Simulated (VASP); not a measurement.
Set up this calculation in VASP 6.6.1, as the native input.

| Property | Result |
| --- | --- |
| Task | single point |
| Functional | LDA |
| Potentials or basis | VASP PAW LDA potentials, release 64 (Al, Cu) |
| Cutoff | 520 eV |
| k mesh | 10 × 10 × 14 |
| Occupations | gaussian, width 0.1 eV |
| Spin | no spin polarisation |
| Dipole correction | no |
| Further INCAR settings | ALGO = Fast; EDIFF = 1e-06; NBANDS = 16 |

The structure of Al2Cu lies in POSCAR:

```
Al2Cu
1.0
    4.1051820000      0.0000000000      0.0000000000
    0.0000000000      4.1051820000      0.0000000000
    0.0000000000      0.0000000000      2.8913130000
Al Cu
2 1
Direct
    0.5000000000      0.0000000000      0.5000000000
    0.0000000000      0.5000000000      0.5000000000
    0.0000000000      0.0000000000      0.0000000000
```

The input as run:

INCAR

```
ALGO = Fast
EDIFF = 1E-6
ENCUT = 520
ISIF = 2
ISMEAR = 0
LASPH = True
LCHARG = False
LREAL = False
LWAVE = False
NBANDS = 16
NELM = 60
PREC = Accurate
SIGMA = 0.1
```

KPOINTS

```
k-points
0
Gamma
  10 10 14
```

Potentials or basis: VASP PAW LDA potentials, release 64 (Al, Cu).

The run is started by

```sh
$ cat potpaw_LDA.64/Al/POTCAR potpaw_LDA.64/Cu/POTCAR > POTCAR
$ mpirun -np 1 vasp_std > vasp.out
```

It gave:

- Pressure: -4.5 GPa

Wall time 3.8 min on 1 thread of AMD EPYC 7R13, with other jobs on the host, peak memory 0.21 GiB.
